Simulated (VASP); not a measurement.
A run of VASP 6.6.1 is set up as follows.

File INCAR:

```
  PREC = Accurate
  ENCUT = 520
  EDIFF = 1E-6
  ISMEAR = -1
  SIGMA = 0.05
  LREAL = Auto
  LASPH = True
  NELM = 80
  ALGO = Normal
  ISIF = 2
  LWAVE = False
  LCHARG = False
  GGA = PS
  NBANDS = 102
```

KPOINTS

```
Automatic mesh
0
Gamma
  2 2 2
  0.5 0.5 0.5
```

File POSCAR:

```
CaZn
1.0
    0.0000000000      0.0000000000      7.2973674400
    7.2973674400      0.0000000000      0.0000000000
    0.0000000000      7.2973674400      0.0000000000
Ca Zn
8 8
Direct
    0.0000000000      0.0000000000      0.0000000000
    0.5000000000      0.0000000000      0.0000000000
    0.0000000000      0.0000000000      0.5000000000
    0.5000000000      0.0000000000      0.5000000000
    0.0000000000      0.5000000000      0.0000000000
    0.5000000000      0.5000000000      0.0000000000
    0.0000000000      0.5000000000      0.5000000000
    0.5000000000      0.5000000000      0.5000000000
    0.2500000000      0.2500000000      0.2500000000
    0.7500000000      0.2500000000      0.2500000000
    0.2500000000      0.2500000000      0.7500000000
    0.7500000000      0.2500000000      0.7500000000
    0.2500000000      0.7500000000      0.2500000000
    0.7500000000      0.7500000000      0.2500000000
    0.2500000000      0.7500000000      0.7500000000
    0.7500000000      0.7500000000      0.7500000000
```

Potentials or basis: VASP PAW PBE potentials, release 64 (Ca_sv, Zn).

Command:

```console
$ cat potpaw_PBE.64/Ca_sv/POTCAR potpaw_PBE.64/Zn/POTCAR > POTCAR
$ mpirun -np 1 vasp_std > vasp.out
```

Q: What does it give for the pressure?

A: -1.1 GPa.

Caveat: the k points lie up to 0.43 Å⁻¹ apart; the PAW data sets were made with another functional, which shifts forces and pressure a little.
